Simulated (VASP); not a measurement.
Runs of VASP 6.6.1 on WSe. The structure is that of space group Fm-3m (No. 225), or close to it. The cells are those of the table. 

| task | level | spin | cell | k mesh | cutoff (eV) | gap on the mesh (eV) | pressure (GPa) | relaxed volume (Å³/atom) |
| --- | --- | --- | --- | --- | --- | --- | --- | --- |
| relaxation of cell and atoms | PBE | off | relaxed from a = 3.706 Å, angles 60.0°, 2 atoms | 18 × 18 × 18 | 600 | none | 0.0 | (a) |
| single point | RPBE | off | a = 3.699 Å, angles 60.0°, 2 atoms | 18 × 18 × 18 | 520 | none | 2.8 | - |
| single point | PBE | off | a = 3.926 Å, angles 60.0°, 2 atoms | 6 × 6 × 6 | 520 | none | (b) | - |
| relaxation of cell and atoms | PBE | collinear | relaxed from a = 3.926 Å, angles 60.0°, 2 atoms | 6 × 6 × 6 | 600 | none | -0.3 | 18.03 |
| single point | PBE | off | a = 3.699 Å, angles 60.0°, 2 atoms | 18 × 18 × 18 | 520 | none | 0.3 | - |

Alike in all rows: potentials or basis VASP PAW PBE potentials, release 64 (W_sv, Se); smearing gaussian 0.1 eV.

Fill in the values left out.

(a) 17.93; (b) -17.3.

Caveats: spin-orbit coupling is left out, which moves the levels of the heavy elements; the PAW data sets were made with another functional, which shifts forces and pressure a little (at least some runs); the cell stands under tension (at least some runs); the volume moved by over 15 % at a fixed basis, so the end points are rough (at least some runs).

A k mesh can miss the band edges, and the runs leave out spin-orbit coupling on Se, W.

A gap of «none» marks levels without a gap at the run's occupations.
